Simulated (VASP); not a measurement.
Input of a VASP 6.6.1 run:

The input POSCAR:

```
Te2Mo
1.0
    3.5602328140      0.0000000000      0.0000000000
   -1.7801164070      3.0832520603      0.0000000000
    0.0000000000      0.0000000000     17.5240578200
Te Mo
2 1
Direct
    0.3333333333      0.6666666667      0.1021445500
    0.3333333333      0.6666666667      0.8978554500
    0.0000000000      0.0000000000      0.0000000000
```

File INCAR.step1:

```
SYSTEM = Te2Mo
PREC = Accurate ; ENCUT = 520
ISMEAR = -1 ; SIGMA = 0.05
LREAL = .False. ; LASPH = .True.
NELM = 80 ; NBANDS = 20
GGA = PE ; ALGO = Normal
EDIFF = 1E-4 ; LWAVE = .True.
LCHARG = .False.
```

Contents of INCAR.step2:

```
SYSTEM = Te2Mo
PREC = Accurate ; ENCUT = 520
EDIFF = 1E-6 ; ISMEAR = -1
SIGMA = 0.05 ; LREAL = .False.
LASPH = .True. ; NELM = 80
ALGO = Normal ; ISIF = 2
LWAVE = .False. ; LCHARG = .False.
METAGGA = R2SCAN ; LMIXTAU = .True.
NBANDS = 20 ; ISTART = 1
```

Contents of KPOINTS:

```
regular mesh
0
Gamma
  9 9 2
  0 0 0
```

Potentials or basis: VASP PAW PBE potentials, release 64 (Te, Mo_sv).

Launch:

```bash
$ cat potpaw_PBE.64/Te/POTCAR potpaw_PBE.64/Mo_sv/POTCAR > POTCAR
$ cp INCAR.step1 INCAR
$ mpirun -np 1 vasp_std > vasp.out
$ cp INCAR.step2 INCAR
$ mpirun -np 1 vasp_std > vasp.out
```

**Question.** Predict the largest force.

**Answer.** 0.019 eV/Å.

**Question.** What does it give for the band gap on the k mesh?

**Answer.** 1.13 eV.

Forces in eV/Å, atoms in the order of the input:
```
Te   0.000  0.000  0.019
Te   0.000  0.000 -0.019
Mo   0.000  0.000  0.000
```

Caveat: the PAW data sets were made with another functional, which shifts forces and pressure a little; spin-orbit coupling is left out, which moves the levels of the heavy elements.
